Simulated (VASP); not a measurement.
Set up this calculation in VASP 6.6.1, as the native input.

```yaml
Task: single point
Functional: LDA
Potentials_or_basis: VASP PAW LDA potentials, release 64 (Sb)
Cutoff: 520 eV
k_mesh: 7 × 7 × 7
Occupations: fermi-dirac, width 0.05 eV
Spin: no spin polarisation
Dipole_correction: no
Further_INCAR_settings: ALGO = Normal; EDIFF = 1e-07; NBANDS = 18
```

The structure of Sb lies in POSCAR:

```
Sb
1.0
   -4.0830431818      4.0830431818      2.0521409013
    4.0830431818     -4.0830431818      2.0521409013
    4.0830431818      4.0830431818     -2.0521409013
Sb
4
Direct
    0.6512630600      0.1512630600      0.8025261200
    0.1512630600      0.3487369400      0.5000000000
    0.3487369400      0.8487369400      0.1974738800
    0.8487369400      0.6512630600      0.5000000000
```

These files were run (other wordings do the same):

INCAR

```
PREC = Accurate ; ENCUT = 520
EDIFF = 1E-7 ; ISMEAR = -1
SIGMA = 0.05 ; LREAL = F
LASPH = T ; NELM = 60
ALGO = Normal ; ISIF = 2
LWAVE = F ; LCHARG = F
NBANDS = 18
```

KPOINTS

```
regular mesh
0
Gamma
  7 7 7
```

Potentials or basis: VASP PAW LDA potentials, release 64 (Sb).

The run is started by

```console
$ cat potpaw_LDA.64/Sb/POTCAR > POTCAR
$ mpirun -np 1 vasp_std > vasp.out
```

It gave:

```yaml
Pressure: -3.4 GPa
Largest_force: 0.100 eV/Å
Band_gap_on_the_k_mesh: zero (bands 10 and 11 overlap by 1.51 eV)
```

Caveat: the cell stands under tension; spin-orbit coupling is left out, which moves the levels of the heavy elements.

It took 2.9 min on 1 thread of Intel Xeon 8259CL, with other jobs on the host, peak memory 0.27 GiB.
